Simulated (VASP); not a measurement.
The system is SiS3.

```
Si S
1.0
     6.05843    0.00000    0.00000
    -3.02921    5.24675    0.00000
     0.00000    0.00000    4.81920
Si S
2 6
Direct
  0.33333 0.66667 0.25000
  0.66667 0.33333 0.75000
  0.79454 0.58907 0.25000
  0.20546 0.79454 0.75000
  0.41093 0.20546 0.25000
  0.20546 0.41093 0.75000
  0.79454 0.20546 0.25000
  0.58907 0.79454 0.75000
```

```yaml
Program: VASP 6.6.1
Task: relaxation of cell and atoms
Functional: r2SCAN
Potentials_or_basis: VASP PAW PBE potentials, release 64 (Si, S)
Cutoff: 600 eV
k_mesh: 6 × 6 × 8
Occupations: gaussian, width 0.1 eV
Spin: no spin polarisation
```

At the start: pressure -0.6 GPa; volume 19.15 Å³/atom.

**Question.** How do energy, volume and symmetry change on relaxing?

**Answer.** Over 9 steps the energy falls by 3.7 meV/atom and the volume is 19.61 Å³/atom (+2.4 %); space group P6_3/mmc (No. 194, to 0.1 Å) before and after.

Step by step:
```tsv
step	energy change (eV)	largest force (eV/Å)	pressure (GPa)	volume (Å³)
1	0.0000	0.2500	-0.61	153.19
2	-0.0119	0.0400	0.55	151.58
3	-0.0119	0.0542	0.46	151.67
4	-0.0174	0.0430	0.40	152.49
5	-0.0275	0.0017	0.23	154.96
6	-0.0206	0.1119	0.13	159.93
7	-0.0290	0.0350	0.19	156.53
8	-0.0282	0.0614	-0.36	157.57
9	-0.0293	0.0011	-0.01	156.91
```

Final structure:
```xyz
8
Lattice="6.1639 0.0000 0.0000 -3.0819 5.3381 0.0000 0.0000 0.0000 4.7688" Properties=species:S:1:pos:R:3 pbc="T T T"
Si    0.0000    3.5587    1.1922
Si    3.0819    1.7794    3.5766
S     3.0819    3.1015    1.1922
S    -1.1450    4.2198    3.5766
S     1.9369    1.1183    1.1922
S     0.0000    2.2365    3.5766
S     4.2270    1.1183    1.1922
S     1.1450    4.2198    3.5766
```

Caveat: the PAW data sets were made with another functional, which shifts forces and pressure a little.
